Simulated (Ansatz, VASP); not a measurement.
Two plane-wave programs on Te2Mo2Pt

```
Te Mo Pt
1.0
     7.08386    0.00000    0.00000
     0.00000    7.08386    0.00000
     0.00000    0.00000    3.88322
Te Mo Pt
4 4 2
Direct
  0.66262 0.16262 0.50000
  0.33738 0.83738 0.50000
  0.16262 0.33738 0.50000
  0.83738 0.66262 0.50000
  0.13001 0.63001 0.00000
  0.86999 0.36999 0.00000
  0.63001 0.86999 0.00000
  0.36999 0.13001 0.00000
  0.00000 0.00000 0.00000
  0.50000 0.50000 0.00000
```

Change from the starting cell: species swapped into the Ce2InCu2 type (P4/mbm, No. 127).

Alike in both runs: functional PBE; k mesh 6 × 6 × 8; occupations gaussian, width 0.1 eV; no spin polarisation.

Ansatz relaxed the structure, and its values are those at the end. VASP's run is a single point on that final structure, the one shown.

|  | VASP | Ansatz |
| --- | --- | --- |
| version | VASP 6.6.1 | Ansatz 0.2.0 |
| potentials or method | VASP PAW PBE potentials, release 64 (Te, Mo_sv, Pt), cutoff 520 eV | scalar-relativistic, plane waves, PAW |
| valence electrons in the cell | 100 | 156 |

|  | VASP | Ansatz | Ansatz less VASP |
| --- | --- | --- | --- |
| gap on the k mesh at the Fermi level (eV) | none | none | - |
| pressure (GPa) | -0.1 | 0.0 | +0.04 |
| rms of the force components (eV/Å) | 0.006 | 0.002 | -0.0047 |

A gap of «none» marks a metal or a gap that the smearing closes. The functional is the same, so the differences come from potentials, cutoffs and numerics. VASP's potentials hold 100 valence electrons a cell and Ansatz's 156, so a difference there can come from the potentials and not from the codes.

Spin-orbit coupling is off throughout.
